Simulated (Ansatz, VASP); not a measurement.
# CaB2 in VASP and in Ansatz

```
CELL_PARAMETERS angstrom
3.22643 0.00000 0.00000
-1.61322 2.79417 0.00000
0.00000 0.00000 4.06739
ATOMIC_POSITIONS crystal
Ca 0.00000 0.00000 0.00000
B 0.33333 0.66667 0.50000
B 0.66667 0.33333 0.50000
```

Alike in both runs: task single point; functional PBE; k mesh 6 × 6 × 4; occupations methfessel-paxton of order 1, width 0.26 eV; no spin polarisation.

|  | VASP | Ansatz |
| --- | --- | --- |
| version | VASP 6.6.1 | Ansatz 0.2.0 |
| potentials or method | VASP PAW PBE potentials, release 64 (Ca_sv, B), cutoff 500 eV | scalar-relativistic, plane waves, PAW |
| valence electrons in the cell | 16 | 16 |

```csv
,VASP,Ansatz,Ansatz less VASP
gap on the k mesh at the Fermi level (eV),none,none,-
pressure (GPa),0.0,-0.3,-0.30
"traceless stress, the component that is largest in VASP (GPa)",0.42,0.27,-0.144
```

A gap of «none» marks a metal or a gap that the smearing closes. The functional is the same, so the differences come from potentials, cutoffs and numerics.

The k mesh is coarse, so the values compare programs but aren't converged.
